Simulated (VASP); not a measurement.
# Ge (Fd-3m) in VASP: further runs

Ge is run at these levels: LDA; tasks: single point.

Everything below comes from runs of VASP 6.6.1. Logs are shortened: lines on timing, memory, paths and dates and some standing lists are left out, and cuts for length are marked.

## Step 1: The cell of the first run

The structure is cubic, space group Fd-3m (No. 227). Conventional cell: a = 5.630 Å, b = 5.630 Å, c = 5.630 Å, α = 90.00°, β = 90.00°, γ = 90.00°. Within 3.2 Å of Ge (site symmetry -43m) lie 4 Ge at 2.44 Å.

## Step 2: Single point, LDA

The input, INCAR:

```
SYSTEM = Ge
ALGO = Normal ; EDIFF = 1E-6
ENCUT = 520 ; GGA = CA
ISIF = 2 ; ISMEAR = 0
LASPH = .TRUE. ; LCHARG = .FALSE.
LREAL = .FALSE. ; LWAVE = .FALSE.
NBANDS = 21 ; NELM = 60
PREC = Accurate ; SIGMA = 0.03
```

The input, KPOINTS:

```
k-points
0
G
  10 10 10
  0 0 0
```

The input, POSCAR:

```
Ge
1.0
    0.0000000000      2.8147752533      2.8147752533
    2.8147752533      0.0000000000      2.8147752533
    2.8147752533      2.8147752533      0.0000000000
Ge
2
Direct
    0.5000000000      0.5000000000      0.5000000000
    0.7500000000      0.7500000000      0.7500000000
```

Potentials or basis: VASP PAW LDA potentials, release 64 (Ge_d).

Command:

```
cat potpaw_LDA.64/Ge_d/POTCAR > POTCAR
mpirun -np 1 vasp_std > vasp.out
```

OUTCAR:

```text
SYSTEM = Ge
   EDIFF = 1E-6
   ENCUT = 520
   GGA = CA
   ISIF = 2
   ISMEAR = 0
   LASPH = .TRUE.
   LREAL = .FALSE.
   NELM = 60
   PREC = Accurate

 ion  position               nearest neighbor table
   1  0.500  0.500  0.500-   2 2.44   2 2.44   2 2.44   2 2.44
   2  0.750  0.750  0.750-   1 2.44   1 2.44   1 2.44   1 2.44

  LATTYP: Found a face centered cubic cell.
 ALAT       =     5.6295505066

  Lattice vectors:

 A1 = (   0.0000000000,   2.8147752533,   2.8147752533)
 A2 = (   2.8147752533,   0.0000000000,   2.8147752533)
 A3 = (   2.8147752533,   2.8147752533,   0.0000000000)

Analysis of symmetry for initial positions (statically):
=====================================================================
 Subroutine PRICEL returns:
 Original cell was already a primitive cell.

 Routine SETGRP: Setting up the symmetry group for a
 face centered cubic supercell.

 Subroutine GETGRP returns: Found 48 space group operations
 (whereof 24 operations were pure point group operations)
 out of a pool of 48 trial point group operations.

The static configuration has the point symmetry T_d .
 The point group associated with its full space group is O_h .

Analysis of symmetry for dynamics (positions and initial velocities):
=====================================================================
 Subroutine PRICEL returns:
 Original cell was already a primitive cell.

 Routine SETGRP: Setting up the symmetry group for a
 face centered cubic supercell.

 Subroutine GETGRP returns: Found 48 space group operations
 (whereof 24 operations were pure point group operations)
 out of a pool of 48 trial point group operations.

The dynamic configuration has the point symmetry T_d .
 The point group associated with its full space group is O_h .

 Subroutine INISYM returns: Found 48 space group operations
 (whereof 24 operations are pure point group operations),
 and found     1 'primitive' translations

----------------------------------------------------------------------------------------

                                     Primitive cell

  volume of cell :      44.6027

  direct lattice vectors                    reciprocal lattice vectors
     0.000000000  2.814775253  2.814775253    -0.177634076  0.177634076  0.177634076
     2.814775253  0.000000000  2.814775253     0.177634076 -0.177634076  0.177634076
     2.814775253  2.814775253  0.000000000     0.177634076  0.177634076 -0.177634076

  length of vectors
     3.980693338  3.980693338  3.980693338     0.307671244  0.307671244  0.307671244

  position of ions in fractional coordinates (direct lattice)
     0.500000000  0.500000000  0.500000000
     0.750000000  0.750000000  0.750000000

  ion indices of the primitive-cell ions
   primitive index   ion index
                 1           1
                 2           2

----------------------------------------------------------------------------------------

 KPOINTS: k-points

Automatic generation of k-mesh.
 Grid dimensions read from file:
 generate k-points for:   10   10   10

 Generating k-lattice:

  Cartesian coordinates                     Fractional coordinates (reciprocal lattice)
    -0.017763408  0.017763408  0.017763408     0.100000000  0.000000000  0.000000000
     0.017763408 -0.017763408  0.017763408     0.000000000  0.100000000  0.000000000
     0.017763408  0.017763408 -0.017763408     0.000000000  0.000000000  0.100000000

  Length of vectors
     0.030767124  0.030767124  0.030767124

  Shift w.r.t. Gamma in fractional coordinates (k-lattice)
     0.000000000  0.000000000  0.000000000

 Subroutine IBZKPT returns following result:
 ===========================================

 Found     47 irreducible k-points:

 Following reciprocal coordinates:
            Coordinates               Weight
  0.000000  0.000000  0.000000      1.000000
  0.100000  0.000000  0.000000      8.000000
  0.200000  0.000000  0.000000      8.000000
  0.300000  0.000000  0.000000      8.000000
  0.400000  0.000000  0.000000      8.000000
  0.500000  0.000000  0.000000      4.000000
[... 16 lines left out ...]
  0.300000  0.300000  0.000000      6.000000
  0.400000  0.300000  0.000000     24.000000
 [... further k-points ...]
   k-points           NKPTS =     47   k-points in BZ     NKDIM =     47   number of bands    NBANDS=     21
   number of dos      NEDOS =    301   number of ions     NIONS =      2
   total plane-waves  NPLWV =  27000
   dimension x,y,z NGX =    30 NGY =   30 NGZ =   30
   dimension x,y,z NGXF=    60 NGYF=   60 NGZF=   60
   ions per type =               2
   NGX,Y,Z   is equivalent  to a cutoff of  12.53, 12.53, 12.53 a.u.
   NGXF,Y,Z  is equivalent  to a cutoff of  25.06, 25.06, 25.06 a.u.
 SYSTEM =  Ge
   PREC   = accura    normal or accurate (medium, high low for compatibility)
   ISTART =      0    job   : 0-new  1-cont  2-samecut
   ICHARG =      2    charge: 1-file 2-atom 10-const
   ISPIN  =      1    spin polarized calculation?
   LNONCOLLINEAR =      F non collinear calculations
   LSORBIT =      F    spin-orbit coupling
   LASPH  =      T    aspherical Exc in radial PAW
   ENCUT  =  520.0 eV  38.22 Ry    6.18 a.u.   7.40  7.40  7.40*2*pi/ulx,y,z
   NELM   =     60;   NELMIN=  2; NELMDL= -5     # of ELM steps
   EDIFF  = 0.1E-05   stopping-criterion for ELM
   LREAL  =      F    real-space projection
   EDIFFG = 0.1E-04   stopping-criterion for IOM
   NSW    =      0    number of steps for IOM
   IBRION =     -1    ionic relax: 0-MD 1-quasi-New 2-CG
   NFREE  =      0    steps in history (QN), initial steepest desc. (CG)
   ISIF   =      2    stress and relaxation
   ISYM   =      2    0-nonsym 1-usesym 2-fastsym
   POTIM  = 0.5000    time-step for ionic-motion
   TEBEG  =    0.0;   TEEND  =   0.0 temperature during run
   PSTRESS=    0.0 pullay stress
   NELECT =      28.0000    total number of electrons
   NUPDOWN=      -1.0000    fix difference up-down
   EMIN   =  10.00;   EMAX   =-10.00  energy-range for DOS
   EFERMI =   0.00;   METHOD = LEGACY
   ISMEAR =     0;   SIGMA  =   0.03  broadening in eV -4-tet -1-fermi 0-gaus
   EFERMI_NEDOS =   21; number of points for ismear=-14 and -15
   IALGO  =     38    algorithm
   IMIX   =      4    mixing-type and parameters
     AMIX     =   0.40;   BMIX     =  1.00
     AMIX_MAG =   1.60;   BMIX_MAG =  1.00
  volume/ion in A,a.u.               =      22.30       150.50
  Fermi-wavevector in a.u.,A,eV,Ry     =   1.401760  2.648943 26.734526  1.964932
  Thomas-Fermi vector in A             =   2.524590
   LORBIT       =      0    0 simple, 1 ext, 2 COOP (PROOUT), +10 PAW based schemes
   GGA     = CA    functional components
   LHFCALC =     F    Hartree Fock is set to
   AEXX    =    0.0000 exact exchange contribution
   IVDW    =     0    specifies the selected vdW correction
   LEPSILON=     F    determine dielectric tensor
   LRPA    =     F    only Hartree local field effects (RPA)
 non-spin polarized calculation
 Gauss-broadening in eV      SIGMA  =   0.03
  energy-cutoff  :      520.00
  volume of cell :       44.60
 maximum number of plane-waves:      1243
 NGX is ok and might be reduce to    30
   NGX = 15   NGY = 15   NGZ = 15

 number of electron      28.0000032 magnetization

 Free energy of the ion-electron system (eV)
  ---------------------------------------------------
  ext. energy  EPLUGINS =         0.00000000
  ---------------------------------------------------
  free energy    TOTEN  =       -10.38856814 eV

  energy without entropy =      -10.38851462  energy(sigma->0) =      -10.38854138

 E-fermi :   4.8845     XC(G=0): -10.3590

 val. band max:        4.8716225832   @ k =   0.0000   0.0000   0.0000
 cond. band min:       4.9835946396   @ k =   0.5000   0.0000   0.0000
 fundamental gap:      0.1119720564
 Fermi energy:         4.8844799936

 k-point     1 :       0.0000    0.0000    0.0000
  band No.  band energies     occupation
      1     -20.0896      2.00000
      2     -20.0896      2.00000
      3     -20.0896      2.00000
      4     -20.0517      2.00000
      5     -20.0517      2.00000
      6     -19.8328      2.00000
[... 13 lines left out ...]
     20      14.4623      0.00000
     21      14.4623      0.00000

 k-point     2 :       0.1000    0.0000    0.0000
  band No.  band energies     occupation
      1     -20.0956      2.00000
      2     -20.0956      2.00000
      3     -20.0879      2.00000
      4     -20.0435      2.00000
      5     -20.0435      2.00000
      6     -19.8418      2.00000
[... 13 lines left out ...]
     20      13.6890      0.00000
     21      13.6890      0.00000

 k-point     3 :       0.2000    0.0000    0.0000
  band No.  band energies     occupation
      1     -20.1048      2.00000
      2     -20.1048      2.00000
      3     -20.0834      2.00000
      4     -20.0287      2.00000
      5     -20.0287      2.00000
      6     -19.8541      2.00000
[... 13 lines left out ...]
     20      13.1653      0.00000
     21      13.1653      0.00000

 k-point     4 :       0.3000    0.0000    0.0000
  band No.  band energies     occupation
      1     -20.1112      2.00000
      2     -20.1112      2.00000
      3     -20.0778      2.00000
      4     -20.0166      2.00000
      5     -20.0166      2.00000
      6     -19.8630      2.00000
[... 13 lines left out ...]
     20      13.5444      0.00000
     21      13.5444      0.00000

 k-point     5 :       0.4000    0.0000    0.0000
  band No.  band energies     occupation
      1     -20.1142      2.00000
      2     -20.1142      2.00000
      3     -20.0731      2.00000
      4     -20.0100      2.00000
      5     -20.0100      2.00000
      6     -19.8672      2.00000
[... 13 lines left out ...]
     20      14.7910      0.00000
     21      14.7910      0.00000
[... 382 lines left out ...]
     20      14.1715      0.00000
     21      16.2252      0.00000

 k-point    22 :      -0.2000    0.2000    0.0000
  band No.  band energies     occupation
      1     -20.1203      2.00000
      2     -20.1198      2.00000
      3     -20.0614      2.00000
      4     -20.0179      2.00000
      5     -19.9937      2.00000
      6     -19.8889      2.00000
[... 13 lines left out ...]
     20      14.6560      0.00000
     21      15.2855      0.00000

 k-point    23 :       0.3000    0.3000    0.0000
  band No.  band energies     occupation
      1     -20.1138      2.00000
      2     -20.1138      2.00000
      3     -20.0903      2.00000
      4     -20.0017      2.00000
      5     -19.9584      2.00000
      6     -19.9470      2.00000
[... 13 lines left out ...]
     20      15.9981      0.00000
     21      16.0080      0.00000

 k-point    24 :       0.4000    0.3000    0.0000
  band No.  band energies     occupation
      1     -20.1245      2.00000
      2     -20.1186      2.00000
      3     -20.0731      2.00000
      4     -19.9859      2.00000
      5     -19.9653      2.00000
      6     -19.9405      2.00000
[... 13 lines left out ...]
     20      16.4707      0.00000
     21      16.7423      0.00000

 [... further k-points ...]

------------------------ aborting loop because EDIFF is reached ----------------------------------------

  FORCE on cell =-STRESS in cart. coord.  units (eV):
  Direction    XX          YY          ZZ          XY          YZ          ZX
  --------------------------------------------------------------------------------------
  -------------------------------------------------------------------------------------
  Total       -0.0212934     -0.0212934     -0.0212934      0.0000000      0.0000000      0.0000000
  in kB       -0.7648835     -0.7648835     -0.7648835      0.0000000      0.0000000      0.0000000
  external PRESSURE =      -0.7648835 kB  Pullay stress =       0.0000000 kB

 VOLUME and BASIS-vectors are now :
 -----------------------------------------------------------------------------
  energy-cutoff  :      520.00
  volume of cell :       44.60
      direct lattice vectors                 reciprocal lattice vectors
     0.000000000  2.814775253  2.814775253    -0.177634076  0.177634076  0.177634076
     2.814775253  0.000000000  2.814775253     0.177634076 -0.177634076  0.177634076
     2.814775253  2.814775253  0.000000000     0.177634076  0.177634076 -0.177634076

 POSITION                                       TOTAL-FORCE (eV/Angst)
 -----------------------------------------------------------------------------------
      2.81478      2.81478      2.81478        -0.000000     -0.000000     -0.000000
      4.22216      4.22216      4.22216         0.000000      0.000000      0.000000
 -----------------------------------------------------------------------------------
    total drift:                                0.000000     -0.000000     -0.000000

  FREE ENERGIE OF THE ION-ELECTRON SYSTEM (eV)
  ---------------------------------------------------
  free  energy   TOTEN  =       -10.3885681357 eV

  energy  without entropy=      -10.3885146163  energy(sigma->0) =      -10.38854138
```

Run time: 22 s. Hardware: 1 thread of Intel Xeon 6975P-C (Granite Rapids), shared host; peak memory 0.16 GiB.

What came out:

| Quantity | Value |
| --- | --- |
| Free energy | -10.3886 eV |
| Pressure | -0.1 GPa |
| Band gap on the k mesh | zero (filled and empty bands touch) |

Caveat: semilocal functionals underestimate gaps, and a narrow one can read as zero.

[end of part 1 of 2]

The gap in the log of VASP goes by the Fermi energy; the results here count the filled bands.